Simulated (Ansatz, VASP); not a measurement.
Two plane-wave programs on SrO

File INCAR:

```
SYSTEM = SrO
PREC = Accurate ; ENCUT = 520
EDIFF = 1E-6 ; ISMEAR = 0
SIGMA = 0.1 ; LREAL = .False.
LASPH = .True. ; NELM = 80
ALGO = Normal ; ISIF = 2
LWAVE = .False. ; LCHARG = .True.
GGA = PE ; LELF = .True.
LVHAR = .True. ; NBANDS = 33
```

File KPOINTS:

```
Automatic mesh
0
Gamma
  6 6 6
  0 0 0
```

POSCAR

```
SrO
1.0
    1.7940650000      1.0358039100      9.2126644200
   -1.7940650000      1.0358039100      9.2126644200
    0.0000000000     -2.0716078300      9.2126644200
Sr O
3 3
Direct
    0.5000000000      0.5000000000      0.5000000000
    0.6187099800      0.6187099800      0.6187099800
    0.3812900200      0.3812900200      0.3812900200
    0.0000000000      0.0000000000      0.0000000000
    0.7766360000      0.7766360000      0.7766360000
    0.2233640000      0.2233640000      0.2233640000
```

Input for Ansatz:

```yaml
crystal:
  lattice:
    - [1.794065, 1.03580391, 9.21266442]
    - [-1.794065, 1.03580391, 9.21266442]
    - [0.0, -2.07160783, 9.21266442]
  atoms:
    - { symbol: Sr, position: [0.5, 0.5, 0.5] }
    - { symbol: Sr, position: [0.61870998, 0.61870998, 0.61870998] }
    - { symbol: Sr, position: [0.38129002, 0.38129002, 0.38129002] }
    - { symbol: O, position: [0.0, 0.0, 0.0] }
    - { symbol: O, position: [0.776636, 0.776636, 0.776636] }
    - { symbol: O, position: [0.223364, 0.223364, 0.223364] }
basis:
  ecutwfc: 420
kpoints:
  mp_grid: { grid: [6, 6, 6] }
hamiltonian:
  xc: pbe
scf:
  occupations: { method: gaussian, width: 0.1 }
  lower_state_search: "off"
output:
  forces: true
  stress: true
  eigenvalues: true
```

Alike in both runs: task single point; functional PBE; k mesh 6 × 6 × 6; occupations gaussian, width 0.1 eV; no spin polarisation.

|  | VASP | Ansatz |
| --- | --- | --- |
| version | VASP 6.6.1 | Ansatz 0.2.0 |
| potentials or method | VASP PAW PBE potentials, release 64 (Sr_sv, O), cutoff 520 eV | scalar-relativistic, plane waves, PAW |
| valence electrons in the cell | 48 | 48 |

|  | VASP | Ansatz | Ansatz less VASP |
| --- | --- | --- | --- |
| gap on the k mesh at the Fermi level (eV) | 2.53 | 2.57 | +0.038 |
| least direct gap on the mesh (eV) | 2.70 | 2.73 | +0.031 |
| pressure (GPa) | 4.4 | 3.7 | -0.64 |
| traceless stress, the component that is largest in VASP (GPa) | -2.01 | -2.05 | -0.034 |
| rms of the force components (eV/Å) | 0.964 | 0.951 | -0.0130 |

Atom by atom the forces differ by 0.013 eV/Å (rms over components). The functional is the same, so the differences come from potentials, cutoffs and numerics.
